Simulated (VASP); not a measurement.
# W (Im-3m) in VASP: a series of runs, part 3 of 3

VASP 6.6.1.

### 4 Single point, PBEsol

This run uses another cell than the first one, of 15.85 Å³/atom, 0.980 times its volume.

Input file INCAR:

```
PREC = Accurate
ENCUT = 520
EDIFF = 1E-6
ISMEAR = 0
SIGMA = 0.1
LREAL = F
LASPH = T
NELM = 100
ALGO = Fast
ISIF = 2
LWAVE = F
LCHARG = F
GGA = PS
NBANDS = 13
```

Input file KPOINTS:

```
Automatic mesh
0
Gamma
  8 8 8
```

Input file POSCAR:

```
W
1.0
   -1.5823450000      1.5823450000      1.5823450000
    1.5823450000     -1.5823450000      1.5823450000
    1.5823450000      1.5823450000     -1.5823450000
W
1
Direct
    0.0000000000      0.0000000000      0.0000000000
```

Potentials or basis: VASP PAW PBE potentials, release 64 (W_sv).

Started as:

```console
$ cat potpaw_PBE.64/W_sv/POTCAR > POTCAR
$ mpirun -np 1 vasp_std > vasp.out
```

OUTCAR:

```text
PREC = Accurate
   ENCUT = 520
   EDIFF = 1E-6
   ISMEAR = 0
   LREAL = F
   LASPH = T
   NELM = 100
   ISIF = 2
   GGA = PS

 ion  position               nearest neighbor table
   1  0.000  0.000  0.000-

  LATTYP: Found a body centered cubic cell.
 ALAT       =     3.1646900000

  Lattice vectors:

 A1 = (  -1.5823450000,   1.5823450000,   1.5823450000)
 A2 = (   1.5823450000,  -1.5823450000,   1.5823450000)
 A3 = (   1.5823450000,   1.5823450000,  -1.5823450000)

Analysis of symmetry for initial positions (statically):
=====================================================================
 Subroutine PRICEL returns:
 Original cell was already a primitive cell.

 Routine SETGRP: Setting up the symmetry group for a
 body centered cubic supercell.

 Subroutine GETGRP returns: Found 48 space group operations
 (whereof 48 operations were pure point group operations)
 out of a pool of 48 trial point group operations.

The static configuration has the point symmetry O_h .

Analysis of symmetry for dynamics (positions and initial velocities):
=====================================================================
 Subroutine PRICEL returns:
 Original cell was already a primitive cell.

 Routine SETGRP: Setting up the symmetry group for a
 body centered cubic supercell.

 Subroutine GETGRP returns: Found 48 space group operations
 (whereof 48 operations were pure point group operations)
 out of a pool of 48 trial point group operations.

The dynamic configuration has the point symmetry O_h .

 Subroutine INISYM returns: Found 48 space group operations
 (whereof 48 operations are pure point group operations),
 and found     1 'primitive' translations

----------------------------------------------------------------------------------------

                                     Primitive cell

  volume of cell :      15.8476

  direct lattice vectors                    reciprocal lattice vectors
    -1.582345000  1.582345000  1.582345000     0.000000000  0.315986716  0.315986716
     1.582345000 -1.582345000  1.582345000     0.315986716  0.000000000  0.315986716
     1.582345000  1.582345000 -1.582345000     0.315986716  0.315986716  0.000000000

  length of vectors
     2.740701935  2.740701935  2.740701935     0.446872699  0.446872699  0.446872699

  position of ions in fractional coordinates (direct lattice)
     0.000000000  0.000000000  0.000000000

  ion indices of the primitive-cell ions
   primitive index   ion index
                 1           1

----------------------------------------------------------------------------------------

 KPOINTS: Automatic mesh

Automatic generation of k-mesh.
 Grid dimensions read from file:
 generate k-points for:    8    8    8

 Generating k-lattice:

  Cartesian coordinates                     Fractional coordinates (reciprocal lattice)
     0.000000000  0.039498339  0.039498339     0.125000000  0.000000000  0.000000000
     0.039498339  0.000000000  0.039498339     0.000000000  0.125000000  0.000000000
     0.039498339  0.039498339  0.000000000     0.000000000  0.000000000  0.125000000

  Length of vectors
     0.055859087  0.055859087  0.055859087

  Shift w.r.t. Gamma in fractional coordinates (k-lattice)
     0.000000000  0.000000000  0.000000000

 Subroutine IBZKPT returns following result:
 ===========================================

 Found     29 irreducible k-points:

 Following reciprocal coordinates:
            Coordinates               Weight
  0.000000  0.000000  0.000000      1.000000
  0.125000  0.000000  0.000000     12.000000
  0.250000  0.000000  0.000000     12.000000
  0.375000  0.000000  0.000000     12.000000
  0.500000  0.000000  0.000000      6.000000
  0.125000  0.125000  0.000000     24.000000
[... 16 lines left out ...]
 -0.250000  0.250000  0.250000      6.000000
 -0.375000  0.375000  0.250000     24.000000
 [... further k-points ...]
   k-points           NKPTS =     29   k-points in BZ     NKDIM =     29   number of bands    NBANDS=     13
   number of dos      NEDOS =    301   number of ions     NIONS =      1
   total plane-waves  NPLWV =   8000
   dimension x,y,z NGX =    20 NGY =   20 NGZ =   20
   dimension x,y,z NGXF=    40 NGYF=   40 NGZF=   40
   ions per type =               1
   NGX,Y,Z   is equivalent  to a cutoff of  12.13, 12.13, 12.13 a.u.
   NGXF,Y,Z  is equivalent  to a cutoff of  24.26, 24.26, 24.26 a.u.
 SYSTEM =  unknown system
   PREC   = accura    normal or accurate (medium, high low for compatibility)
   ISTART =      0    job   : 0-new  1-cont  2-samecut
   ICHARG =      2    charge: 1-file 2-atom 10-const
   ISPIN  =      1    spin polarized calculation?
   LNONCOLLINEAR =      F non collinear calculations
   LSORBIT =      F    spin-orbit coupling
   LASPH  =      T    aspherical Exc in radial PAW
   ENCUT  =  520.0 eV  38.22 Ry    6.18 a.u.   5.10  5.10  5.10*2*pi/ulx,y,z
   NELM   =    100;   NELMIN=  2; NELMDL= -5     # of ELM steps
   EDIFF  = 0.1E-05   stopping-criterion for ELM
   LREAL  =      F    real-space projection
   EDIFFG = 0.1E-04   stopping-criterion for IOM
   NSW    =      0    number of steps for IOM
   IBRION =     -1    ionic relax: 0-MD 1-quasi-New 2-CG
   NFREE  =      0    steps in history (QN), initial steepest desc. (CG)
   ISIF   =      2    stress and relaxation
   ISYM   =      2    0-nonsym 1-usesym 2-fastsym
   POTIM  = 0.5000    time-step for ionic-motion
   TEBEG  =    0.0;   TEEND  =   0.0 temperature during run
   PSTRESS=    0.0 pullay stress
   NELECT =      14.0000    total number of electrons
   NUPDOWN=      -1.0000    fix difference up-down
   EMIN   =  10.00;   EMAX   =-10.00  energy-range for DOS
   EFERMI =   0.00;   METHOD = LEGACY
   ISMEAR =     0;   SIGMA  =   0.10  broadening in eV -4-tet -1-fermi 0-gaus
   EFERMI_NEDOS =   21; number of points for ismear=-14 and -15
   IALGO  =     68    algorithm
   IMIX   =      4    mixing-type and parameters
     AMIX     =   0.40;   BMIX     =  1.00
     AMIX_MAG =   1.60;   BMIX_MAG =  1.00
  volume/ion in A,a.u.               =      15.85       106.94
  Fermi-wavevector in a.u.,A,eV,Ry     =   1.570832  2.968442 33.572544  2.467512
  Thomas-Fermi vector in A             =   2.672506
   LORBIT       =      0    0 simple, 1 ext, 2 COOP (PROOUT), +10 PAW based schemes
   GGA     = PS    functional components
   LHFCALC =     F    Hartree Fock is set to
   AEXX    =    0.0000 exact exchange contribution
   IVDW    =     0    specifies the selected vdW correction
   LEPSILON=     F    determine dielectric tensor
   LRPA    =     F    only Hartree local field effects (RPA)
 non-spin polarized calculation
 RMM-DIIS sequential band-by-band and
 Gauss-broadening in eV      SIGMA  =   0.10
  energy-cutoff  :      520.00
  volume of cell :       15.85
 maximum number of plane-waves:       436
   NGX = 11   NGY = 11   NGZ = 11

 number of electron      14.0000004 magnetization

 Free energy of the ion-electron system (eV)
  ---------------------------------------------------
  ext. energy  EPLUGINS =         0.00000000
  ---------------------------------------------------
  free energy    TOTEN  =       -13.80414398 eV

  energy without entropy =      -13.80414207  energy(sigma->0) =      -13.80414302

 E-fermi :  11.0524     XC(G=0): -13.7623

 val. band max:       10.7714373204   @ k =   0.1250   0.0000   0.0000
 cond. band min:      11.3344352694   @ k =  -0.2500   0.2500   0.1250
 fundamental gap:      0.5629979490
 Fermi energy:        11.0523750659

 k-point     1 :       0.0000    0.0000    0.0000
  band No.  band energies     occupation
      1     -62.8661      2.00000
      2     -26.4235      2.00000
      3     -26.4235      2.00000
      4     -26.4235      2.00000
      5       1.6245      2.00000
      6      10.0466      2.00000
      7      10.0466      2.00000
      8      10.0466      2.00000
      9      13.5140      0.00000
     10      13.5140      0.00000
     11      25.8209      0.00000
     12      25.8209      0.00000
     13      25.8209      0.00000
[... 353 lines left out ...]
 k-point    24 :      -0.3750    0.3750    0.2500
  band No.  band energies     occupation
      1     -62.6985      2.00000
      2     -27.3913      2.00000
      3     -27.0283      2.00000
      4     -26.9079      2.00000
      5       6.7200      2.00000
      6       7.4390      2.00000
      7      10.7524      1.99998
      8      11.5452      0.00000
      9      15.0190      0.00000
     10      15.6577      0.00000
     11      24.9846      0.00000
     12      27.5012      0.00000
     13      28.6340      0.00000

 [... further k-points ...]
[... 5 lines left out ...]
  --------------------------------------------------------------------------------------
  -------------------------------------------------------------------------------------
  Total       -0.2094253     -0.2094253     -0.2094253      0.0000000     -0.0000000      0.0000000
  in kB      -21.1726962    -21.1726962    -21.1726962      0.0000000     -0.0000000      0.0000000
  external PRESSURE =     -21.1726962 kB  Pullay stress =       0.0000000 kB

 VOLUME and BASIS-vectors are now :
 -----------------------------------------------------------------------------
  energy-cutoff  :      520.00
  volume of cell :       15.85
      direct lattice vectors                 reciprocal lattice vectors
    -1.582345000  1.582345000  1.582345000     0.000000000  0.315986716  0.315986716
     1.582345000 -1.582345000  1.582345000     0.315986716  0.000000000  0.315986716
     1.582345000  1.582345000 -1.582345000     0.315986716  0.315986716  0.000000000

 POSITION                                       TOTAL-FORCE (eV/Angst)
 -----------------------------------------------------------------------------------
      0.00000      0.00000      0.00000        -0.000000      0.000000      0.000000
 -----------------------------------------------------------------------------------
    total drift:                                0.000000     -0.000000      0.000000

  FREE ENERGIE OF THE ION-ELECTRON SYSTEM (eV)
  ---------------------------------------------------
  free  energy   TOTEN  =       -13.8041439806 eV

  energy  without entropy=      -13.8041420685  energy(sigma->0) =      -13.80414302
```

stdout:

```text
POSCAR found type information on POSCAR W
 POSCAR found :  1 types and       1 ions
 scaLAPACK will be used
 -----------------------------------------------------------------------------
|                                                                             |
|                                                                             |
|     You enforced a specific xc type in the INCAR file but a different       |
|     I HOPE YOU KNOW WHAT YOU ARE DOING!                                     |
|                                                                             |
 -----------------------------------------------------------------------------

 LDA part: xc-table for (Slater+PW92), standard interpolation
 POSCAR, INCAR and KPOINTS ok, starting setup
 FFT: planning ... GRIDC
 FFT: planning ... GRID_SOFT
 FFT: planning ... GRID
 WAVECAR not read
 entering main loop
WARNING in EDDRMM: call to ZHEGV failed, returncode =   8  4     12
```

It took 5.1 s on 1 thread of Intel Xeon Platinum 8375C at 2.90GHz (Ice Lake), shared host; peak memory 0.12 GiB.

Results:

| Property | Result |
| --- | --- |
| Free energy | -13.8041 eV |
| Pressure | -2.1 GPa |
| Band gap on the k mesh | zero (band 7 reaches 16.46 eV, above the bottom of band 8 at 10.05 eV) |

Caveat: the PAW data sets were made with another functional, which shifts forces and pressure a little; spin-orbit coupling is left out, which moves the levels of the heavy elements.

### 5 Overview

```tsv
cell	k mesh	gap on the mesh (eV)	pressure (GPa)
a = 2.759 Å, angles 109.5°, 1 atom	18 × 18 × 18	none	-8.6
a = 2.785 Å, angles 109.5°, 1 atom	18 × 18 × 18	none	-16.4
a = 2.741 Å, angles 109.5°, 1 atom	8 × 8 × 8	none	-2.1
```

Alike in all rows: task single point; level PBEsol; potentials or basis VASP PAW PBE potentials, release 64 (W_sv); no spin polarisation; cutoff (eV) 520; smearing gaussian 0.1 eV.

Caveats: the PAW data sets were made with another functional, which shifts forces and pressure a little; spin-orbit coupling is left out, which moves the levels of the heavy elements.

Absolute energies hang on the potentials; compare differences alone.
